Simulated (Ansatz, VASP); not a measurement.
**TaN in VASP and in Ansatz**

File INCAR:

```
SYSTEM = TaN
PREC = Accurate ; ENCUT = 600
EDIFF = 1E-6 ; ISMEAR = 1
SIGMA = 0.1 ; LREAL = .False.
LASPH = .True. ; NELM = 60
ALGO = Normal ; ISIF = 3
LWAVE = .False. ; LCHARG = .False.
GGA = B5 ; ALDAX = 1.0
AGGAX = 1.0 ; AGGAC = 1.0
ALDAC = 0.0 ; IVDW = 12
VDW_S6 = 1.0 ; VDW_S8 = 2.6996
VDW_A1 = 0.4298 ; VDW_A2 = 4.2359
IBRION = 2 ; NSW = 60
EDIFFG = -0.02
```

KPOINTS

```
Automatic mesh
0
Gamma
  6 6 9
  0 0 0
```

File POSCAR:

```
TaN
1.0
    5.1960000000      0.0000000000      0.0000000000
   -2.5980000000      4.4998680000      0.0000000000
    0.0000000000      0.0000000000      2.9110000000
Ta N
3 3
Direct
    0.3333333333      0.6666666667      0.5000000000
    0.6666666667      0.3333333333      0.5000000000
    0.0000000000      0.0000000000      0.0000000000
    0.3928500000      0.0000000000      0.0000000000
    0.6071500000      0.6071500000      0.0000000000
    0.0000000000      0.3928500000      0.0000000000
```

Input for Ansatz:

```yaml
crystal:
  lattice:
    - [5.196, 0.0, 0.0]
    - [-2.598, 4.499868, 0.0]
    - [0.0, 0.0, 2.911]
  atoms:
    - { symbol: Ta, position: [0.3333333333333333, 0.6666666666666666, 0.5] }
    - { symbol: Ta, position: [0.6666666666666666, 0.3333333333333333, 0.5] }
    - { symbol: Ta, position: [0.0, 0.0, 0.0] }
    - { symbol: "N", position: [0.39285, 0.0, 0.0] }
    - { symbol: "N", position: [0.60715, 0.60715, 0.0] }
    - { symbol: "N", position: [0.0, 0.39285, 0.0] }
basis:
  ecutwfc: 550.0
kpoints:
  mp_grid:
    grid: [6, 6, 9]
hamiltonian:
  xc: blyp
  dispersion: d3bj
scf:
  convergence:
    dr2_threshold: 1.0e-09
  occupations:
    method: cold
    width: 0.1
relax:
  f_tol: 0.02
  max_steps: 40
  cell: {}
```

Alike in both runs: task relaxation of cell and atoms; functional BLYP; dispersion D3(BJ); k mesh 6 × 6 × 9; no spin polarisation.

|  | VASP | Ansatz |
| --- | --- | --- |
| version | VASP 6.6.1 | Ansatz 0.2.0 |
| potentials or method | VASP PAW PBE potentials, release 64 (Ta_pv, N), cutoff 600 eV | plane waves, PAW |
| occupations | methfessel-paxton of order 1, width 0.1 eV | cold, width 0.1 eV |
| valence electrons in the cell | 48 | 54 |

|  | VASP | Ansatz | Ansatz less VASP |
| --- | --- | --- | --- |
| relaxed volume (Å³/atom) | 11.41 | 11.35 | -0.067 |
| relaxed cell length with the largest relative difference (Å) | 5.214 | 5.203 | -0.0106 |

VASP's potentials were made for PBE, not for BLYP. VASP's potentials hold 48 valence electrons a cell and Ansatz's 54, so a difference there can come from the potentials and not from the codes. Ansatz's warnings: stress scf threshold loose.

Neither program's run includes spin-orbit coupling.
